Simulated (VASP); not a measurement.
# SiC2 (P6/mmm) in VASP: a series of runs, part 2 of 2

VASP 6.6.1. Earlier steps stand in the parts before.

## Step 4: Single point, PBE, collinear spin, ferromagnetic start

Input file INCAR:

```
SYSTEM = SiC2
PREC     = Accurate       ! precision mode
ENCUT    = 520            ! plane-wave cutoff, eV
EDIFF    = 1E-6           ! SCF threshold, eV
ISMEAR   = 0              ! smearing method
SIGMA    = 0.1            ! smearing width, eV
LREAL    = .FALSE.        ! projectors in reciprocal space
LASPH    = .TRUE.         ! aspherical terms in the spheres
NELM     = 150            ! most SCF steps
ALGO     = Normal         ! electronic algorithm
ISIF     = 2              ! what is computed and relaxed
LWAVE    = .FALSE.        ! write WAVECAR
LCHARG   = .FALSE.        ! write CHGCAR
ISPIN    = 2              ! spin polarisation
MAGMOM   = 0 1 1          ! initial moments
LORBIT   = 11             ! projections on sites
GGA      = PE             ! functional
NBANDS   = 17             ! bands
```

Input file KPOINTS:

```
Automatic mesh
0
G
  6 6 2
  0 0 0
```

Input file POSCAR:

```
SiC2
1.0
    2.4736544289      0.0000000000      0.0000000000
   -1.2368272145      2.1422475757      0.0000000000
    0.0000000000      0.0000000000      8.4536944631
Si C
1 2
Direct
    0.0000000000      0.0000000000      0.0000000000
    0.3333333333      0.6666666667      0.5000000000
    0.6666666667      0.3333333333      0.5000000000
```

Potentials or basis: VASP PAW PBE potentials, release 64 (Si, C).

Started as:

```bash
$ cat potpaw_PBE.64/Si/POTCAR potpaw_PBE.64/C/POTCAR > POTCAR
$ mpirun -np 1 vasp_std > vasp.out
```

OUTCAR:

```text
SYSTEM = SiC2
   PREC = Accurate
   ENCUT = 520
   EDIFF = 1E-6
   ISMEAR = 0
   LREAL = .FALSE.
   LASPH = .TRUE.
   NELM = 150
   ISIF = 2
   ISPIN = 2
   LORBIT = 11
   GGA = PE

 ion  position               nearest neighbor table
   1  0.000  0.000  0.000-
   2  0.333  0.667  0.500-   3 1.43   3 1.43   3 1.43
   3  0.667  0.333  0.500-   2 1.43   2 1.43   2 1.43

  LATTYP: Found a hexagonal cell.
 ALAT       =     2.4736544289
 C/A-ratio  =     3.4174920977

  Lattice vectors:

 A1 = (   2.4736544289,   0.0000000000,   0.0000000000)
[... 767 lines left out ...]
 -----------------------------------------------------------------------------
  energy-cutoff  :      520.00
  volume of cell :       44.80
      direct lattice vectors                 reciprocal lattice vectors
     2.473654429  0.000000000  0.000000000     0.404260186  0.233399727  0.000000000
    -1.236827215  2.142247576  0.000000000     0.000000000  0.466799455  0.000000000
     0.000000000  0.000000000  8.453694463     0.000000000  0.000000000  0.118291477

 POSITION                                       TOTAL-FORCE (eV/Angst)
 -----------------------------------------------------------------------------------
      0.00000      0.00000      0.00000         0.000000      0.000000      0.000000
     -0.00000      1.42817      4.22685        -0.000000     -0.000000     -0.000000
      1.23683      0.71408      4.22685         0.000000      0.000000      0.000000
 -----------------------------------------------------------------------------------
    total drift:                                0.000000     -0.000000     -0.000000

  FREE ENERGIE OF THE ION-ELECTRON SYSTEM (eV)
  ---------------------------------------------------
  free  energy   TOTEN  =       -22.9893525715 eV

  energy  without entropy=      -22.9775994280  energy(sigma->0) =      -22.98347600

 total charge

# of ion       s       p       d       tot
------------------------------------------
    1        0.835   0.771   0.000   1.606
    2        0.861   1.774   0.000   2.635
    3        0.861   1.774   0.000   2.635
--------------------------------------------------
tot          2.557   4.318   0.000   6.875

 magnetization (x)

# of ion       s       p       d       tot
------------------------------------------
    1        0.000   0.002   0.000   0.002
    2       -0.000  -0.004   0.000  -0.004
    3       -0.000  -0.004   0.000  -0.004
--------------------------------------------------
tot         -0.000  -0.005   0.000  -0.005
```

OSZICAR:

```text
N       E                     dE             d eps       ncg     rms          rms(c)
DAV:   1     0.226665206192E+02    0.22667E+02   -0.50208E+03   952   0.580E+02
DAV:   2    -0.218326619228E+02   -0.44499E+02   -0.42015E+02  1286   0.132E+02
DAV:   3    -0.236660736775E+02   -0.18334E+01   -0.18232E+01  1167   0.222E+01
DAV:   4    -0.236805896511E+02   -0.14516E-01   -0.14512E-01  1233   0.248E+00
DAV:   5    -0.236807848642E+02   -0.19521E-03   -0.19520E-03  1181   0.261E-01    0.955E+00
DAV:   6    -0.215878284272E+02    0.20930E+01   -0.30641E+00  1092   0.859E+00    0.468E+00
DAV:   7    -0.230225985375E+02   -0.14348E+01   -0.20272E+00  1091   0.585E+00    0.234E+00
DAV:   8    -0.229883828011E+02    0.34216E-01   -0.18481E-01  1146   0.193E+00    0.123E+00
DAV:   9    -0.230210203512E+02   -0.32638E-01   -0.20319E-02  1194   0.856E-01    0.945E-01
DAV:  10    -0.229871436870E+02    0.33877E-01   -0.76605E-03  1157   0.442E-01    0.251E-01
DAV:  11    -0.229891891506E+02   -0.20455E-02   -0.14793E-03  1037   0.223E-01    0.126E-01
DAV:  12    -0.229895499251E+02   -0.36077E-03   -0.34292E-04  1188   0.999E-02    0.106E-01
DAV:  13    -0.229894811568E+02    0.68768E-04   -0.17057E-04  1150   0.693E-02    0.790E-02
DAV:  14    -0.229893427312E+02    0.13843E-03   -0.43403E-05  1115   0.352E-02    0.109E-02
DAV:  15    -0.229893499245E+02   -0.71933E-05   -0.48438E-06  1062   0.120E-02    0.759E-03
DAV:  16    -0.229893521909E+02   -0.22664E-05   -0.35100E-06  1051   0.969E-03    0.440E-03
DAV:  17    -0.229893525715E+02   -0.38058E-06   -0.51924E-07   928   0.431E-03
   1 F= -.22989353E+02 E0= -.22983476E+02  d E =-.117531E-01  mag=    -0.0053
```

stdout:

```text
POSCAR found type information on POSCAR SiC
 POSCAR found :  2 types and       3 ions
 scaLAPACK will be used
 LDA part: xc-table for (Slater+PW92), standard interpolation
 POSCAR, INCAR and KPOINTS ok, starting setup
 FFT: planning ... GRIDC
 FFT: planning ... GRID_SOFT
 FFT: planning ... GRID
 WAVECAR not read
 entering main loop
```

It took 20 s on 1 thread of Intel Xeon Platinum 8559C (Emerald Rapids), shared host; peak memory 0.15 GiB.

Results:

| Quantity | Value |
| --- | --- |
| Free energy | -22.9894 eV |
| Pressure | 0.2 GPa |
| Net moment | 0.00 μB per cell |
| Valence electrons inside the program's atomic spheres | Si 1.61; C 2.63 |

Levels at points of the mesh, in eV from the Fermi level:
Spin up:
| k point | band 4 | band 5 | band 6 | band 7 | band 8 | band 9 |
| --- | --- | --- | --- | --- | --- | --- |
| (0.00, 0.00, 0.00) | -3.33 | -3.06 | -3.06 | 2.84 | 8.13 | 8.24 |
| (0.50, 0.00, 0.00) | -4.93 | -3.98 | -2.31 | 1.63 | 3.39 | 5.24 |
| (0.00, 0.00, 0.50) | -3.47 | -3.06 | -3.06 | 3.95 | 5.58 | 8.24 |
| (0.50, 0.00, 0.50) | -4.93 | -3.98 | -2.30 | 1.71 | 3.24 | 5.15 |
Spin down:
```tsv
k point	band 2	band 3	band 4	band 5	band 6	band 7	band 8	band 9	band 10	band 11
(0.00, 0.00, 0.00)	-12.15	-7.56	-3.32	-3.07	-3.07	2.85	8.13	8.24	8.24	9.95
(0.50, 0.00, 0.00)	-13.19	-6.41	-4.93	-3.97	-2.33	1.61	3.40	5.26	7.27	9.10
(0.00, 0.00, 0.50)	-12.15	-7.53	-3.46	-3.07	-3.07	3.96	5.57	8.24	8.24	11.30
(0.50, 0.00, 0.50)	-13.19	-6.41	-4.93	-3.97	-2.32	1.69	3.26	5.16	7.27	9.10
```

Caveat: the k points lie up to 0.49 Å⁻¹ apart.

## Step 5: Single point, PBE

This run uses another cell than the first one: it holds 6 atoms, not 3.

Input file INCAR:

```
PREC     = Accurate       # precision mode
ENCUT    = 520            # plane-wave cutoff, eV
EDIFF    = 1E-6           # SCF threshold, eV
ISMEAR   = 0              # smearing method
SIGMA    = 0.2            # smearing width, eV
LREAL    = F              # projectors in reciprocal space
LASPH    = T              # aspherical terms in the spheres
NELM     = 80             # most SCF steps
ALGO     = Normal         # electronic algorithm
ISIF     = 2              # what is computed and relaxed
LWAVE    = F              # write WAVECAR
LCHARG   = F              # write CHGCAR
GGA      = PE             # functional
NBANDS   = 21             # bands
```

Input file KPOINTS:

```
regular mesh
0
Gamma
  8 6 4
```

Input file POSCAR:

```
SiC2
1.0
    1.2353662305     -2.1397170771      0.0000000000
   -3.7060986913     -2.1397170771      0.0000000000
    0.0000000000      0.0000000000     -9.0210317085
Si C
2 4
Direct
    0.0000000000      0.0000000000      0.0000000000
    0.5000000000      0.5000000000      0.0000000000
    0.5000000000      0.8333333333      0.5000000000
    1.0000000000      0.3333333333      0.5000000000
    1.0000000000      0.6666666667      0.5000000000
    0.5000000000      0.1666666667      0.5000000000
```

Potentials or basis: VASP PAW PBE potentials, release 64 (Si, C).

Started as:

```bash
$ cat potpaw_PBE.64/Si/POTCAR potpaw_PBE.64/C/POTCAR > POTCAR
$ mpirun -np 1 vasp_std > vasp.out
```

OUTCAR:

```text
PREC = Accurate
   ENCUT = 520
   EDIFF = 1E-6
   ISMEAR = 0
   LREAL = F
   LASPH = T
   NELM = 80
   ISIF = 2
   GGA = PE

 ion  position               nearest neighbor table
   1  0.000  0.000  0.000-   2 2.47   2 2.47   2 2.47   2 2.47
   2  0.500  0.500  0.000-   1 2.47   1 2.47   1 2.47   1 2.47
   3  0.500  0.833  0.500-   5 1.43   5 1.43   6 1.43
   4  0.000  0.333  0.500-   6 1.43   6 1.43   5 1.43
   5  0.000  0.667  0.500-   3 1.43   3 1.43   4 1.43
   6  0.500  0.167  0.500-   4 1.43   4 1.43   3 1.43

  LATTYP: Found a simple orthorhombic cell.
 ALAT       =     2.4707324609
 B/A-ratio  =     1.7320508075
 C/A-ratio  =     3.6511568335

  Lattice vectors:

 A1 = (   1.2353662305,  -2.1397170771,   0.0000000000)
 A2 = (  -3.7060986913,  -2.1397170771,   0.0000000000)
 A3 = (   0.0000000000,   0.0000000000,  -9.0210317085)

Analysis of symmetry for initial positions (statically):
=====================================================================
 Subroutine PRICEL returns following result:

  LATTYP: Found a hexagonal cell.
 ALAT       =     2.4707324609
 C/A-ratio  =     3.6511568335

  Lattice vectors:

 A1 = (  -1.2353662305,   2.1397170771,   0.0000000000)
 A2 = (   2.4707324609,   0.0000000000,   0.0000000000)
 A3 = (   0.0000000000,   0.0000000000,  -9.0210317085)

   2 primitive cells build up your supercell.

 Routine SETGRP: Setting up the symmetry group for a
 simple orthorhombic supercell.

 Subroutine GETGRP returns: Found  8 space group operations
 (whereof  8 operations were pure point group operations)
 out of a pool of  8 trial point group operations.

The static configuration has the point symmetry D_2h.

Analysis of symmetry for dynamics (positions and initial velocities):
=====================================================================
 Subroutine PRICEL returns following result:

  LATTYP: Found a hexagonal cell.
 ALAT       =     2.4707324609
 C/A-ratio  =     3.6511568335

  Lattice vectors:

 A1 = (  -1.2353662305,   2.1397170771,   0.0000000000)
 A2 = (   2.4707324609,   0.0000000000,   0.0000000000)
 A3 = (   0.0000000000,   0.0000000000,  -9.0210317085)

   2 primitive cells build up your supercell.

 Routine SETGRP: Setting up the symmetry group for a
 simple orthorhombic supercell.

 Subroutine GETGRP returns: Found  8 space group operations
 (whereof  8 operations were pure point group operations)
 out of a pool of  8 trial point group operations.

The dynamic configuration has the point symmetry D_2h.

 Subroutine INISYM returns: Found  8 space group operations
 (whereof  8 operations are pure point group operations),
 and found     2 'primitive' translations

----------------------------------------------------------------------------------------

                                     Primitive cell

[... 35 lines left out ...]

  Length of vectors
     0.050592285  0.038945959  0.027713016

  Shift w.r.t. Gamma in fractional coordinates (k-lattice)
     0.000000000  0.000000000  0.000000000

 Subroutine IBZKPT returns following result:
 ===========================================

 Found     60 irreducible k-points:

 Following reciprocal coordinates:
            Coordinates               Weight
  0.000000  0.000000  0.000000      1.000000
  0.125000  0.000000  0.000000      2.000000
  0.250000  0.000000  0.000000      2.000000
  0.375000  0.000000  0.000000      2.000000
  0.500000  0.000000  0.000000      1.000000
  0.000000  0.166667  0.000000      2.000000
[... 16 lines left out ...]
  0.250000  0.000000  0.250000      4.000000
  0.375000  0.000000  0.250000      4.000000
 [... further k-points ...]
   k-points           NKPTS =     60   k-points in BZ     NKDIM =     60   number of bands    NBANDS=     21
   number of dos      NEDOS =    301   number of ions     NIONS =      6
   total plane-waves  NPLWV =  40320
   dimension x,y,z NGX =    18 NGY =   32 NGZ =   70
   dimension x,y,z NGXF=    36 NGYF=   64 NGZF=  140
   ions per type =               2   4
   NGX,Y,Z   is equivalent  to a cutoff of  12.11, 12.43, 12.90 a.u.
   NGXF,Y,Z  is equivalent  to a cutoff of  24.22, 24.86, 25.80 a.u.
 SYSTEM =  unknown system
   PREC   = accura    normal or accurate (medium, high low for compatibility)
   ISTART =      0    job   : 0-new  1-cont  2-samecut
   ICHARG =      2    charge: 1-file 2-atom 10-const
   ISPIN  =      1    spin polarized calculation?
   LNONCOLLINEAR =      F non collinear calculations
   LSORBIT =      F    spin-orbit coupling
   LASPH  =      T    aspherical Exc in radial PAW
   ENCUT  =  520.0 eV  38.22 Ry    6.18 a.u.   4.59  7.96 16.77*2*pi/ulx,y,z
   NELM   =     80;   NELMIN=  2; NELMDL= -5     # of ELM steps
   EDIFF  = 0.1E-05   stopping-criterion for ELM
   LREAL  =      F    real-space projection
   EDIFFG = 0.1E-04   stopping-criterion for IOM
   NSW    =      0    number of steps for IOM
   IBRION =     -1    ionic relax: 0-MD 1-quasi-New 2-CG
   NFREE  =      0    steps in history (QN), initial steepest desc. (CG)
   ISIF   =      2    stress and relaxation
   ISYM   =      2    0-nonsym 1-usesym 2-fastsym
   POTIM  = 0.5000    time-step for ionic-motion
   TEBEG  =    0.0;   TEEND  =   0.0 temperature during run
   PSTRESS=    0.0 pullay stress
   NELECT =      24.0000    total number of electrons
   NUPDOWN=      -1.0000    fix difference up-down
   EMIN   =  10.00;   EMAX   =-10.00  energy-range for DOS
   EFERMI =   0.00;   METHOD = LEGACY
   ISMEAR =     0;   SIGMA  =   0.20  broadening in eV -4-tet -1-fermi 0-gaus
   EFERMI_NEDOS =   21; number of points for ismear=-14 and -15
   IALGO  =     38    algorithm
   IMIX   =      4    mixing-type and parameters
     AMIX     =   0.40;   BMIX     =  1.00
     AMIX_MAG =   1.60;   BMIX_MAG =  1.00
  volume/ion in A,a.u.               =      15.90       107.28
  Fermi-wavevector in a.u.,A,eV,Ry     =   1.033529  1.953086 14.533489  1.068181
  Thomas-Fermi vector in A             =   2.167780
   LORBIT       =      0    0 simple, 1 ext, 2 COOP (PROOUT), +10 PAW based schemes
   GGA     = PE    functional components
   LHFCALC =     F    Hartree Fock is set to
   AEXX    =    0.0000 exact exchange contribution
   IVDW    =     0    specifies the selected vdW correction
   LEPSILON=     F    determine dielectric tensor
   LRPA    =     F    only Hartree local field effects (RPA)
 non-spin polarized calculation
 Gauss-broadening in eV      SIGMA  =   0.20
  energy-cutoff  :      520.00
  volume of cell :       95.38
 maximum number of plane-waves:      2608
   NGX =  9   NGY = 15   NGZ = 33

 number of electron      24.0000002 magnetization

 Free energy of the ion-electron system (eV)
  ---------------------------------------------------
  ext. energy  EPLUGINS =         0.00000000
  ---------------------------------------------------
  free energy    TOTEN  =       -45.84115537 eV

  energy without entropy =      -45.82473860  energy(sigma->0) =      -45.83294698

 E-fermi :   3.2001     XC(G=0):  -8.4311

 val. band max:        3.1999861644   @ k =   0.3750   0.3333   0.2500
 cond. band min:       3.2227649071   @ k =   0.3750   0.3333   0.0000
 fundamental gap:      0.0227787427
 Fermi energy:         3.2001251155

 k-point     1 :       0.0000    0.0000    0.0000
  band No.  band energies     occupation
      1     -15.9533      2.00000
      2     -10.7405      2.00000
      3      -9.6900      2.00000
      4      -9.6769      2.00000
      5      -4.0818      2.00000
      6      -2.8851      2.00000
[... 565 lines left out ...]
     20      10.1622      0.00000
     21      11.1933      0.00000

 [... further k-points ...]

------------------------ aborting loop because EDIFF is reached ----------------------------------------

  FORCE on cell =-STRESS in cart. coord.  units (eV):
  Direction    XX          YY          ZZ          XY          YZ          ZX
  --------------------------------------------------------------------------------------
  -------------------------------------------------------------------------------------
  Total       -0.6470124     -0.7103137      0.0022716      0.0548206      0.0000000      0.0000000
  in kB      -10.8681316    -11.9314302      0.0381568      0.9208436      0.0000000      0.0000000
  external PRESSURE =      -7.5871350 kB  Pullay stress =       0.0000000 kB

 VOLUME and BASIS-vectors are now :
 -----------------------------------------------------------------------------
  energy-cutoff  :      520.00
  volume of cell :       95.38
      direct lattice vectors                 reciprocal lattice vectors
     1.235366230 -2.139717077  0.000000000     0.202369139 -0.350513630  0.000000000
    -3.706098691 -2.139717077  0.000000000    -0.202369139 -0.116837877  0.000000000
     0.000000000  0.000000000 -9.021031709     0.000000000  0.000000000 -0.110852066

 POSITION                                       TOTAL-FORCE (eV/Angst)
 -----------------------------------------------------------------------------------
      0.00000      0.00000      0.00000        -0.000000     -0.000000     -0.000000
     -1.23537     -2.13972      0.00000         0.000000     -0.000000     -0.000000
     -2.47073     -2.85296     -4.51052        -0.057110     -0.032972     -0.000000
     -1.23537     -0.71324     -4.51052        -0.057110     -0.032972      0.000000
     -2.47073     -1.42648     -4.51052         0.057110      0.032972      0.000000
     -0.00000     -1.42648     -4.51052         0.057110      0.032972      0.000000
 -----------------------------------------------------------------------------------
    total drift:                               -0.000000     -0.000000      0.000000

  FREE ENERGIE OF THE ION-ELECTRON SYSTEM (eV)
  ---------------------------------------------------
  free  energy   TOTEN  =       -45.8411553658 eV

  energy  without entropy=      -45.8247385956  energy(sigma->0) =      -45.83294698
```

Wall time 63 s (1 thread of Intel Xeon Platinum 8559C (Emerald Rapids), shared host); peak memory 0.23 GiB.

What came out:

| Item | Value |
| --- | --- |
| Free energy | -45.8412 eV |
| Pressure | -0.8 GPa |
| Largest force | 0.066 eV/Å |
| Band gap on the k mesh | zero (band 12 reaches 3.74 eV, above the bottom of band 13 at 2.90 eV) |

Forces in eV/Å, atoms in the order of the input:
```
Si   0.000  0.000  0.000
Si   0.000  0.000  0.000
C   -0.057 -0.033  0.000
C   -0.057 -0.033  0.000
C    0.057  0.033  0.000
C    0.057  0.033  0.000
```

Stress tensor (GPa, compression positive):
```
-1.09  0.09  0.00
 0.09 -1.19  0.00
 0.00  0.00  0.00
```

## Step 6: Summary

```csv
task,spin,cell,k mesh,cutoff (eV),smearing,gap on the mesh (eV),pressure (GPa)
relaxation of cell and atoms,off,"relaxed from a = 2.474, b = 2.474, c = 8.454 Å, angles 90.0, 90.0, 120.0°, 3 atoms",24 × 24 × 6,600,gaussian 0.1 eV,none,0.0
single point,off,"a = 2.474, b = 2.474, c = 8.454 Å, angles 90.0, 90.0, 120.0°, 3 atoms",6 × 6 × 4,520,gaussian 0.1 eV,0.02,0.2
single point,"collinear, ferromagnetic start","a = 2.474, b = 2.474, c = 8.454 Å, angles 90.0, 90.0, 120.0°, 3 atoms",6 × 6 × 2,520,gaussian 0.1 eV,-,0.2
single point,off,"a = 2.471, b = 4.279, c = 9.021 Å, 6 atoms",8 × 6 × 4,520,gaussian 0.2 eV,none,-0.8
```

Alike in all rows: level PBE; potentials or basis VASP PAW PBE potentials, release 64 (Si, C).

Caveats: some runs use coarse meshes.

Total energies depend on the potentials used, so only differences within one code and one set of settings carry meaning.
